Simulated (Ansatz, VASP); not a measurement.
## TiO2: VASP beside Ansatz

Contents of INCAR:

```
SYSTEM = TiO2
  PREC = Accurate
  ENCUT = 520
  EDIFF = 1E-8
  ISMEAR = -1
  SIGMA = 0.05
  LREAL = .False.
  LASPH = .True.
  NELM = 80
  ALGO = Normal
  ISIF = 2
  LWAVE = .False.
  LCHARG = .False.
  LEFG = .True.
  NBANDS = 33
```

Contents of KPOINTS:

```
regular mesh
0
Gamma
  7 7 10
  0 0 0
```

File POSCAR:

```
TiO2
1.0
    4.6092625706      0.0000000000      0.0000000000
    0.0000000000      4.6092625706      0.0000000000
    0.0000000000      0.0000000000      2.9688306370
Ti O
2 4
Direct
    0.0000000000      0.0000000000      0.0000000000
    0.5000000000      0.5000000000      0.5000000000
    0.3060000000      0.3060000000      0.0000000000
    0.1940000000      0.8060000000      0.5000000000
    0.6940000000      0.6940000000      0.0000000000
    0.8060000000      0.1940000000      0.5000000000
```

Input for Ansatz:

```yaml
crystal:
  lattice:
    - [4.6092625706, 0.0, 0.0]
    - [0.0, 4.6092625706, 0.0]
    - [0.0, 0.0, 2.968830637]
  atoms:
    - { symbol: Ti, position: [0.0, 0.0, 0.0] }
    - { symbol: Ti, position: [0.5, 0.5, 0.5] }
    - { symbol: O, position: [0.306, 0.306, 0.0] }
    - { symbol: O, position: [0.194, 0.806, 0.5] }
    - { symbol: O, position: [0.694, 0.694, 0.0] }
    - { symbol: O, position: [0.806, 0.194, 0.5] }
kpoints:
  mp_grid: { grid: [7, 7, 10] }
scf:
  occupations: { method: fermi_dirac, width: 0.05 }
hamiltonian:
  xc: lda
  pseudopotentials: { kind: all_electron, datasets: crystal }
output:
  forces: true
  stress: true
  eigenvalues: true
  efg: { contact_densities: true }
```

Change from the starting cell: volume scaled by 1.01, crystal datasets.

Alike in both runs: task electric field gradients; functional LDA; k mesh 7 × 7 × 10; occupations fermi-dirac, width 0.05 eV; no spin polarisation.

|  | VASP | Ansatz |
| --- | --- | --- |
| version | VASP 6.6.1 | Ansatz 0.2.0 |
| potentials or method | VASP PAW LDA potentials, release 64 (Ti_sv, O), cutoff 520 eV | all-electron PAW with datasets made for the crystal, scalar-relativistic |

```tsv
	VASP	Ansatz	Ansatz less VASP
pressure (GPa)	-9.0	-9.9	-0.93
traceless stress, the component that is largest in VASP (GPa)	-2.28	-2.56	-0.277
rms of the force components (eV/Å)	0.037	0.021	-0.0158
size of Vzz on the site where it differs most (V/Å²)	25.0	23.7	-1.26
```

LDA's correlation is that of Perdew and Zunger in VASP and of Perdew and Wang (1992) in Ansatz. Atom by atom the forces differ by 0.016 eV/Å (rms over components). Ansatz ran all-electron here, and VASP with PAW potentials.
